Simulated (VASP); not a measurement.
## F: single point with PBEsol

F:

```xyz
4
Lattice="3.4339 -2.1547 0.0000 3.4339 2.1547 0.0000 0.0000 0.0000 6.3757" Properties=species:S:1:pos:R:3 pbc="T T T"
F     3.4339   -1.7778    0.6122
F     3.4339   -0.3769    3.8000
F     3.4339    0.3769    2.5757
F     3.4339    1.7778    5.7636
```

This cell differs from its parent crystal: strain -0.0300 x Voigt [1, -1, 0, 0, 0, 0].

```
Program                : VASP 6.6.1
Task                   : single point
Functional             : PBEsol
Potentials or basis    : VASP PAW PBE potentials, release 64 (F)
Cutoff                 : 520 eV
k mesh                 : 6 × 6 × 4
Occupations            : gaussian, width 0.05 eV
Spin                   : no spin polarisation
Dipole correction      : no
Further INCAR settings : ALGO = Normal; EDIFF = 1e-06; NBANDS = 22
```

```json
{
  "Pressure": "-1.9 GPa",
  "Largest force": "0.855 eV/Å",
  "Band gap on the k mesh": "2.91 eV (least direct gap 2.91 eV)"
}
```

Forces in eV/Å, atoms in the order of the input:
```
F    0.000 -0.448 -0.727
F    0.000  0.448 -0.727
F    0.000 -0.448  0.727
F    0.000  0.448  0.727
```

Stress tensor (GPa, compression positive):
```
-0.48  0.00  0.00
 0.00 -1.76  0.00
 0.00  0.00 -3.44
```

Levels at points of the mesh, in eV from the valence-band top:
| k point | band 12 | band 13 | band 14 | band 15 | band 16 | band 17 |
| --- | --- | --- | --- | --- | --- | --- |
| (0.00, 0.00, 0.00) | -0.14 | -0.08 | -0.01 | 2.91 | 3.22 | 8.48 |
| (0.50, 0.00, 0.00) | -0.16 | -0.13 | -0.13 | 3.07 | 3.07 | 11.40 |
| (0.50, 0.50, 0.00) | -0.27 | -0.02 | 0.00 | 2.97 | 3.19 | 11.27 |
| (0.00, 0.00, 0.50) | -0.19 | -0.11 | -0.11 | 3.02 | 3.02 | 9.49 |
| (0.50, 0.00, 0.50) | -0.15 | -0.10 | -0.10 | 3.07 | 3.07 | 12.13 |
| (0.50, 0.50, 0.50) | -0.19 | -0.14 | -0.14 | 3.06 | 3.06 | 12.00 |

Run time: 25 s on 1 thread of Intel(R) Xeon(R) 6975P-C (Granite Rapids) (shared host), peak memory 0.21 GiB.

Caveat: the cell differs from its parent crystal (strain -0.0300 x Voigt [1, -1, 0, 0, 0, 0]); the PAW data sets were made with another functional, which shifts forces and pressure a little. A k mesh can miss the band edges.
